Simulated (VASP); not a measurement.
The system is Si.

```xyz
2
Lattice="0.0000 2.7221 2.7221 2.7221 0.0000 2.7221 2.7221 2.7221 0.0000" Properties=species:S:1:pos:R:3 pbc="T T T"
Si    1.3611    1.3611    1.3611
Si    0.0000    0.0000    0.0000
```

Base run:

* Program: VASP 6.6.1
* Functional: PBE0
* Potentials or basis: VASP PAW PBE potentials, release 64 (Si)
* Cutoff: 520 eV
* k mesh: 6 × 6 × 6
* Occupations: gaussian, width 0.01 eV
* Spin: no spin polarisation

Its results: band gap on the k mesh 1.99 eV, indirect (least direct gap 4.01 eV); pressure -0.7 GPa.

Task: The run is repeated on the same cell with these changes: functional from PBE0 to PBE; further incar settings from ALGO = Normal; EDIFF = 1e-07; NBANDS = 11 to ALGO = Normal; EDIFF = 1e-06; NBANDS = 11. What comes out?

Result: Band gap on the k mesh 0.72 eV, indirect (least direct gap 2.56 eV); pressure 1.3 GPa.

Caveats: the PAW data sets were made with another functional, which shifts forces and pressure a little (some runs).

A k mesh can miss the band edges.
